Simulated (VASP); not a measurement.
BeTe: relaxation of cell and atoms with revPBE+D4

Crystal: BeTe.

```
CELL_PARAMETERS angstrom
0.00000 2.77000 2.77000
2.77000 0.00000 2.77000
2.77000 2.77000 0.00000
ATOMIC_POSITIONS crystal
Te 0.75000 0.75000 0.75000
Be 0.00000 0.00000 0.00000
```

```
Program                : VASP 6.6.1
Task                   : relaxation of cell and atoms
Functional             : revPBE
Dispersion             : D4
Potentials or basis    : VASP PAW PBE potentials, release 64 (Te, Be)
Cutoff                 : 600 eV
k mesh                 : 8 × 8 × 8
Occupations            : fermi-dirac, width 0.05 eV
Spin                   : no spin polarisation
Dipole correction      : no
Further INCAR settings : ALGO = Normal; EDIFF = 1e-07; IBRION = 2; EDIFFG = -0.01; NSW = 80; ISIF = 3
```

| Item | Value |
| --- | --- |
| Relaxed volume | 21.72 Å³/atom |
| Relaxed cell | a = 3.946 Å, b = 3.946 Å, c = 3.946 Å, α = 60.00°, β = 60.00°, γ = 60.00° |
| Space group after relaxing (to 0.1 Å) | F-43m (No. 216) |
| Energy gained by relaxing | 2.0 meV/atom |
| Ionic steps | 3 |
| Pressure after relaxing | 0.0 GPa |
| Band gap on the k mesh | 1.97 eV (least direct gap 3.61 eV) |
| Dispersion energy per atom | -0.557 eV |

The path:
```tsv
step	energy change (eV)	largest force (eV/Å)	pressure (GPa)	volume (Å³)
1	0.0000	0.0000	1.40	42.51
2	-0.0037	0.0000	-0.32	43.66
3	-0.0040	0.0000	0.00	43.43
```

Final structure:
```yaml
crystal:
  lattice:
    - [0.00000, 2.78999, 2.78999]
    - [2.78999, 0.00000, 2.78999]
    - [2.78999, 2.78999, 0.00000]
  atoms:
    - { symbol: Te, position: [0.75000, 0.75000, 0.75000] }
    - { symbol: Be, position: [0.00000, 0.00000, 0.00000] }
```

Levels at points of the mesh, in eV from the valence-band top:
```tsv
k point	band 1	band 2	band 3	band 4	band 5	band 6	band 7	band 8
(0.00, 0.00, 0.00)	-12.47	0.00	0.00	0.00	3.61	3.61	3.61	4.09
(0.50, 0.00, 0.00)	-11.05	-5.71	-1.18	-1.18	3.18	4.60	4.60	7.91
(0.50, 0.50, 0.00)	-10.53	-5.27	-2.74	-2.74	1.97	2.65	9.93	9.93
```

Wall time 27 s on 1 thread of AMD EPYC 7R43 64-Core Processor (Zen 3), on a shared host, peak memory 0.15 GiB.

Caveat: the PAW data sets were made with another functional, which shifts forces and pressure a little; spin-orbit coupling is left out, which moves the levels of the heavy elements. As with any semilocal functional, this revPBE gap is likely too small.
